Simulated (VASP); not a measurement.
Sc, 2 atoms in the cell. Symmetry: P6_3/mmc, No. 194, hexagonal system. The conventional cell has a = 3.430 Å, b = 3.430 Å, c = 5.576 Å, α = 90.00°, β = 90.00°, γ = 120.00°. Sc (site symmetry -6m2) has 12 Sc at 3.42 to 3.43 Å within 4.5 Å. 

```yaml
Program: VASP 6.6.1
Task: single point
Functional: PBE
Potentials_or_basis: VASP PAW PBE potentials, release 64 (Sc_sv)
Cutoff: 520 eV
k_mesh: 15 × 15 × 10
Occupations: gaussian, width 0.15 eV
Spin: no spin polarisation
Dipole_correction: no
Further_INCAR_settings: ALGO = Fast; EDIFF = 1e-06; NBANDS = 18
```

Potentials or basis: VASP PAW PBE potentials, release 64 (Sc_sv).

Launch:

```bash
$ cat potpaw_PBE.64/Sc_sv/POTCAR > POTCAR
$ mpirun -np 1 vasp_std > vasp.out
```

Hardware: 1 thread of Intel(R) Xeon(R) Platinum 8488C (Sapphire Rapids), with other jobs on the host.

Task: How long does it take, and how much memory?

Result: Wall time 2.6 min on 1 thread of Intel(R) Xeon(R) Platinum 8488C (Sapphire Rapids), on a shared host, peak memory 0.27 GiB. Counts: scf iterations 17, k points 162.
